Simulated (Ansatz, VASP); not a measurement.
ZrN: VASP beside Ansatz

File INCAR:

```
PREC     = Accurate       # precision mode
ENCUT    = 600            # plane-wave cutoff, eV
EDIFF    = 1E-6           # SCF threshold, eV
ISMEAR   = 1              # smearing method
SIGMA    = 0.15           # smearing width, eV
LREAL    = F              # projectors in reciprocal space
LASPH    = T              # aspherical terms in the spheres
NELM     = 120            # most SCF steps
ALGO     = Normal         # electronic algorithm
ISIF     = 2              # what is computed and relaxed
LWAVE    = F              # write WAVECAR
LCHARG   = F              # write CHGCAR
GGA      = PE             # functional
NBANDS   = 16             # bands
GGA_COMPAT= F
```

Contents of KPOINTS:

```
Automatic mesh
0
Gamma
  11 11 11
```

File POSCAR:

```
ZrN
1.0
    0.0000000000      2.2610094167      2.2610094167
    2.2610094167      0.0000000000      2.2610094167
    2.2610094167      2.2610094167      0.0000000000
Zr N
1 1
Direct
    0.5000000000      0.5000000000      0.5000000000
    0.0000000000      0.0000000000      0.0000000000
```

Input for Ansatz:

```yaml
crystal:
  lattice:
    - [0.0, 2.2610094167305843, 2.2610094167305843]
    - [2.2610094167305843, 0.0, 2.2610094167305843]
    - [2.2610094167305843, 2.2610094167305843, 0.0]
  atoms:
    - { symbol: Zr, position: [0.5, 0.5, 0.5] }
    - { symbol: "N", position: [0.0, 0.0, 0.0] }
basis:
  ecutwfc: 500.0
kpoints:
  mp_grid:
    grid: [11, 11, 11]
hamiltonian:
  xc: pbe
scf:
  occupations:
    method: methfessel_paxton
    width: 0.15
output:
  stress: true
```

Alike in both runs: task single point; functional PBE; k mesh 11 × 11 × 11; occupations methfessel-paxton of order 1, width 0.15 eV; no spin polarisation.

```csv
,VASP,Ansatz
version,VASP 6.6.1,Ansatz 0.2.0
potentials or method,"VASP PAW PBE potentials, release 64 (Zr_sv, N), cutoff 600 eV","plane waves, PAW"
valence electrons in the cell,17,17
```

```tsv
	VASP	Ansatz	Ansatz less VASP
pressure (GPa)	13.5	13.3	-0.19
```

With one functional, cell and mesh, what is left measures potentials, basis and numerics.
